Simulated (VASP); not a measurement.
# NaCl (Fm-3m) in VASP: further runs

The runs below take NaCl through single point, with BHLYP.

All numbers are computed with VASP 6.6.1; they aren't measurements. Logs are shortened: lines on timing, memory, paths and dates and some standing lists are left out, and cuts for length are marked.

## (1) The cell of the first run

The structure is cubic, space group Fm-3m (No. 225). Conventional cell: a = 5.588 Å, b = 5.588 Å, c = 5.588 Å, α = 90.00°, β = 90.00°, γ = 90.00°. Cl (site symmetry m-3m) has 6 Na at 2.79 Å within 3.7 Å. Within 3.7 Å of Na (site symmetry m-3m) lie 6 Cl at 2.79 Å.

## (2) Single point, BHLYP

POSCAR reads:

```
NaCl
1.0
    0.0000000000      2.7940632177      2.7940632177
    2.7940632177      0.0000000000      2.7940632177
    2.7940632177      2.7940632177      0.0000000000
Cl Na
1 1
Direct
    0.5000000000      0.5000000000      0.5000000000
    0.0000000000      0.0000000000      0.0000000000
```

INCAR.step1 reads:

```
PREC = Accurate
ENCUT = 520
EDIFF = 1E-5
ISMEAR = -1
SIGMA = 0.05
LREAL = False
LASPH = True
NELM = 100
ALGO = Normal
ISIF = 2
LWAVE = True
LCHARG = False
GGA = PE
NBANDS = 14
```

INCAR.step2 reads:

```
PREC = Accurate
ENCUT = 520
EDIFF = 1E-6
ISMEAR = -1
SIGMA = 0.05
LREAL = False
LASPH = True
NELM = 100
ALGO = Normal
ISIF = 2
LWAVE = False
LCHARG = False
GGA = B5
LHFCALC = True
AEXX = 0.5
ALDAX = 0.5
AGGAX = 0.5
AGGAC = 1.0
ALDAC = 0.0
PRECFOCK = Normal
ISTART = 1
NBANDS = 14
```

KPOINTS reads:

```
Automatic mesh
0
Gamma
  4 4 4
```

Potentials or basis: VASP PAW PBE potentials, release 64 (Cl, Na_pv).

Run with:

```sh
cat potpaw_PBE.64/Cl/POTCAR potpaw_PBE.64/Na_pv/POTCAR > POTCAR
cp INCAR.step1 INCAR
mpirun -np 1 vasp_std > vasp.out
cp INCAR.step2 INCAR
mpirun -np 1 vasp_std > vasp.out
```

OUTCAR:

```text
PREC = Accurate
   ENCUT = 520
   EDIFF = 1E-6
   ISMEAR = -1
   LREAL = False
   LASPH = True
   NELM = 100
   ISIF = 2
   GGA = B5
   LHFCALC = True
   AEXX = 0.5
   PRECFOCK = Normal
   ISTART = 1

 ion  position               nearest neighbor table
   1  0.500  0.500  0.500-
   2  0.000  0.000  0.000-

  LATTYP: Found a face centered cubic cell.
 ALAT       =     5.5881264354

  Lattice vectors:

 A1 = (   0.0000000000,   2.7940632177,   2.7940632177)
 A2 = (   2.7940632177,   0.0000000000,   2.7940632177)
 A3 = (   2.7940632177,   2.7940632177,   0.0000000000)

Analysis of symmetry for initial positions (statically):
=====================================================================
 Subroutine PRICEL returns:
 Original cell was already a primitive cell.

 Routine SETGRP: Setting up the symmetry group for a
 face centered cubic supercell.

 Subroutine GETGRP returns: Found 48 space group operations
 (whereof 48 operations were pure point group operations)
 out of a pool of 48 trial point group operations.

The static configuration has the point symmetry O_h .

Analysis of symmetry for dynamics (positions and initial velocities):
=====================================================================
 Subroutine PRICEL returns:
 Original cell was already a primitive cell.

 Routine SETGRP: Setting up the symmetry group for a
 face centered cubic supercell.

 Subroutine GETGRP returns: Found 48 space group operations
 (whereof 48 operations were pure point group operations)
 out of a pool of 48 trial point group operations.

The dynamic configuration has the point symmetry O_h .

 Subroutine INISYM returns: Found 48 space group operations
 (whereof 48 operations are pure point group operations),
 and found     1 'primitive' translations

----------------------------------------------------------------------------------------

                                     Primitive cell

  volume of cell :      43.6253

  direct lattice vectors                    reciprocal lattice vectors
     0.000000000  2.794063218  2.794063218    -0.178950854  0.178950854  0.178950854
     2.794063218  0.000000000  2.794063218     0.178950854 -0.178950854  0.178950854
     2.794063218  2.794063218  0.000000000     0.178950854  0.178950854 -0.178950854

  length of vectors
     3.951402097  3.951402097  3.951402097     0.309951972  0.309951972  0.309951972
[... 80 lines left out ...]
   EFERMI_NEDOS =   21; number of points for ismear=-14 and -15
   IALGO  =     38    algorithm
   IMIX   =      1    mixing-type and parameters
     AMIX     =   0.40;   BMIX     =  1.00
     AMIX_MAG =   1.60;   BMIX_MAG =  1.00
  volume/ion in A,a.u.               =      21.81       147.20
  Fermi-wavevector in a.u.,A,eV,Ry     =   1.120825  2.118053 17.092312  1.256249
  Thomas-Fermi vector in A             =   2.257475
   LORBIT       =      0    0 simple, 1 ext, 2 COOP (PROOUT), +10 PAW based schemes
   GGA     = B5    functional components
   LHFCALC =     T    Hartree Fock is set to
   PRECFOCK=normal    Normal, Fast or Accurate (Low or Medium for compatibility)
   ENCUT4O =  -1.0   cutoff for four orbital integrals eV
   NKREDX  =     1    reduce k-point grid by
   NKREDY  =     1    reduce k-point grid by
   NKREDZ  =     1    reduce k-point grid by
   AEXX    =    0.5000 exact exchange contribution
   HFSCREEN=    0.0000 screening length (either q_TF or 0.3 A-1)
   HFSCREENC=   0.0000 screening length for correlation (either q_TF or 0.3 A-1)
   ENCUTFOCK=  -1.0 apply spherical cutoff to Coloumb kernel
   IVDW    =     0    specifies the selected vdW correction
   LEPSILON=     F    determine dielectric tensor
   LRPA    =     F    only Hartree local field effects (RPA)
 non-spin polarized calculation
  energy-cutoff  :      520.00
  volume of cell :       43.63
 maximum number of plane-waves:      1211
 NGX is ok and might be reduce to    30
  NGX = 24; NGY = 24; NGZ = 24

 number of electron      14.0000007 magnetization

 Free energy of the ion-electron system (eV)
  ---------------------------------------------------
  ext. energy  EPLUGINS =         0.00000000
  ---------------------------------------------------
  free energy    TOTEN  =        -9.77536502 eV

  energy without entropy =       -9.77536502  energy(sigma->0) =       -9.77536502

 E-fermi :  -1.9330     XC(G=0):  -4.5286

 val. band max:       -3.1262968321   @ k =   0.0000   0.0000   0.0000
 cond. band min:       6.3364649664   @ k =   0.0000   0.0000   0.0000
 fundamental gap:      9.4627617985
 Fermi energy:        -1.9329946584

 k-point     1 :       0.0000    0.0000    0.0000
  band No.  band energies     occupation
      1     -28.2730      2.00000
      2     -28.2730      2.00000
      3     -28.2730      2.00000
      4     -18.2672      2.00000
      5      -3.1263      2.00000
      6      -3.1263      2.00000
      7      -3.1263      2.00000
      8       6.3365      0.00000
      9      12.5718      0.00000
     10      12.5718      0.00000
     11      12.5718      0.00000
     12      15.0871      0.00000
     13      15.0871      0.00000
     14      16.3843      0.00000
[... 105 lines left out ...]
      1     -28.2870      2.00000
      2     -28.2870      2.00000
      3     -28.2827      2.00000
      4     -17.7573      2.00000
      5      -4.5581      2.00000
      6      -4.5581      2.00000
      7      -4.0233      2.00000
      8      10.2875      0.00000
      9      11.1461      0.00000
     10      11.1461      0.00000
     11      13.0054      0.00000
     12      17.7439      0.00000
     13      17.7439      0.00000
     14      18.5253      0.00000

------------------------ aborting loop because EDIFF is reached ----------------------------------------

  FORCE on cell =-STRESS in cart. coord.  units (eV):
  Direction    XX          YY          ZZ          XY          YZ          ZX
  --------------------------------------------------------------------------------------
  -------------------------------------------------------------------------------------
  Total        0.1503241      0.1503241      0.1503241      0.0000000      0.0000000     -0.0000000
  in kB        5.5207818      5.5207818      5.5207818      0.0000000      0.0000000     -0.0000000
  external PRESSURE =       5.5207818 kB  Pullay stress =       0.0000000 kB

 VOLUME and BASIS-vectors are now :
 -----------------------------------------------------------------------------
  energy-cutoff  :      520.00
  volume of cell :       43.63
      direct lattice vectors                 reciprocal lattice vectors
     0.000000000  2.794063218  2.794063218    -0.178950854  0.178950854  0.178950854
     2.794063218  0.000000000  2.794063218     0.178950854 -0.178950854  0.178950854
     2.794063218  2.794063218  0.000000000     0.178950854  0.178950854 -0.178950854

 POSITION                                       TOTAL-FORCE (eV/Angst)
 -----------------------------------------------------------------------------------
      2.79406      2.79406      2.79406         0.000000      0.000000      0.000000
      0.00000      0.00000      0.00000         0.000000      0.000000      0.000000
 -----------------------------------------------------------------------------------
    total drift:                                0.000000      0.000000      0.000000

  FREE ENERGIE OF THE ION-ELECTRON SYSTEM (eV)
  ---------------------------------------------------
  free  energy   TOTEN  =        -9.7753650180 eV

  energy  without entropy=       -9.7753650180  energy(sigma->0) =       -9.77536502
```

OUTCAR.step1:

```text
PREC = Accurate
   ENCUT = 520
   EDIFF = 1E-5
   ISMEAR = -1
   LREAL = False
[... 339 lines left out ...]
      2.79406      2.79406      2.79406        -0.000000      0.000000     -0.000000
      0.00000      0.00000      0.00000         0.000000      0.000000      0.000000
 -----------------------------------------------------------------------------------
    total drift:                               -0.000000      0.000000      0.000000

  FREE ENERGIE OF THE ION-ELECTRON SYSTEM (eV)
  ---------------------------------------------------
  free  energy   TOTEN  =        -6.7639030560 eV

  energy  without entropy=       -6.7639030559  energy(sigma->0) =       -6.76390306
```

OSZICAR.step1:

```text
N       E                     dE             d eps       ncg     rms          rms(c)
DAV:   1     0.105112844377E+03    0.10511E+03   -0.71565E+03   224   0.102E+03
DAV:   2     0.186878441528E+01   -0.10324E+03   -0.95778E+02   230   0.278E+02
DAV:   3    -0.681685384154E+01   -0.86856E+01   -0.86289E+01   296   0.761E+01
DAV:   4    -0.695478255847E+01   -0.13793E+00   -0.13785E+00   272   0.101E+01
DAV:   5    -0.695783328814E+01   -0.30507E-02   -0.30502E-02   280   0.157E+00    0.216E+00
DAV:   6    -0.676993771268E+01    0.18790E+00   -0.30909E-01   278   0.328E+00    0.162E+00
DAV:   7    -0.675842265641E+01    0.11515E-01   -0.82343E-02   292   0.166E+00    0.111E+00
DAV:   8    -0.676392822400E+01   -0.55056E-02   -0.95815E-03   260   0.858E-01    0.305E-01
DAV:   9    -0.676380217638E+01    0.12605E-03   -0.22483E-04   278   0.117E-01    0.155E-01
DAV:  10    -0.676391377793E+01   -0.11160E-03   -0.28989E-04   278   0.137E-01    0.698E-02
DAV:  11    -0.676390263018E+01    0.11148E-04   -0.21176E-05   260   0.436E-02    0.108E-02
DAV:  12    -0.676390305596E+01   -0.42578E-06   -0.16288E-06   190   0.126E-02
   1 F= -.67639031E+01 E0= -.67639031E+01  d E =-.365279E-10
```

It took 8.4 min on 1 thread of Oxide Virtual Turin-like, shared host; peak memory 0.14 GiB.

Results:

- Free energy: -9.7754 eV
- Pressure: 0.6 GPa
- Band gap on the k mesh: 9.46 eV

Caveat: the k points lie up to 0.49 Å⁻¹ apart; the PAW data sets were made with another functional, which shifts forces and pressure a little.

## (3) Single point, BHLYP

This run uses another cell than the first one, of 22.25 Å³/atom.

POSCAR reads:

```
NaCl
1.0
    0.0000000000      2.8125674869      2.8125674869
    2.8125674869      0.0000000000      2.8125674869
    2.8125674869      2.8125674869      0.0000000000
Cl Na
1 1
Direct
    0.5000000000      0.5000000000      0.5000000000
    0.0000000000      0.0000000000      0.0000000000
```

INCAR.step1 reads:

```
PREC = Accurate
ENCUT = 520
EDIFF = 1E-5
ISMEAR = -1
SIGMA = 0.05
LREAL = F
LASPH = T
NELM = 60
ALGO = Normal
ISIF = 2
LWAVE = T
GGA = PE
NBANDS = 14
```

INCAR.step2 reads:

```
PREC = Accurate
ENCUT = 520
EDIFF = 1E-6
ISMEAR = -1
SIGMA = 0.05
LREAL = F
LASPH = T
NELM = 60
ALGO = Normal
ISIF = 2
LWAVE = F
LCHARG = T
GGA = B5
LHFCALC = T
AEXX = 0.5
ALDAX = 0.5
AGGAX = 0.5
AGGAC = 1.0
ALDAC = 0.0
PRECFOCK = Normal
LELF = T
LVHAR = T
ISTART = 1
NBANDS = 14
```

KPOINTS reads:

```
regular mesh
0
Gamma
  4 4 4
```

Potentials or basis: VASP PAW PBE potentials, release 64 (Cl, Na_pv).

Run with:

```sh
cat potpaw_PBE.64/Cl/POTCAR potpaw_PBE.64/Na_pv/POTCAR > POTCAR
cp INCAR.step1 INCAR
mpirun -np 1 vasp_std > vasp.out
cp INCAR.step2 INCAR
mpirun -np 1 vasp_std > vasp.out
```

Wall time 8.3 min (1 thread of Oxide Virtual Turin-like, shared host); peak memory 0.13 GiB.

Results (log left out):

```yaml
Free_energy: -9.7773 eV
Pressure: 0.0 GPa
Band_gap_on_the_k_mesh: 9.36 eV
```

Levels at points of the mesh, in eV from the valence-band top:
```tsv
k point	band 4	band 5	band 6	band 7	band 8	band 9	band 10	band 11
(0.00, 0.00, 0.00)	-15.09	0.00	0.00	0.00	9.36	15.66	15.66	15.66
(0.50, 0.00, 0.00)	-14.69	-2.22	-0.31	-0.31	11.55	15.43	15.55	15.55
(0.50, 0.50, 0.00)	-14.62	-1.95	-0.71	-0.71	11.88	12.33	16.11	19.71
```

Caveat: the k points lie up to 0.48 Å⁻¹ apart; the PAW data sets were made with another functional, which shifts forces and pressure a little.
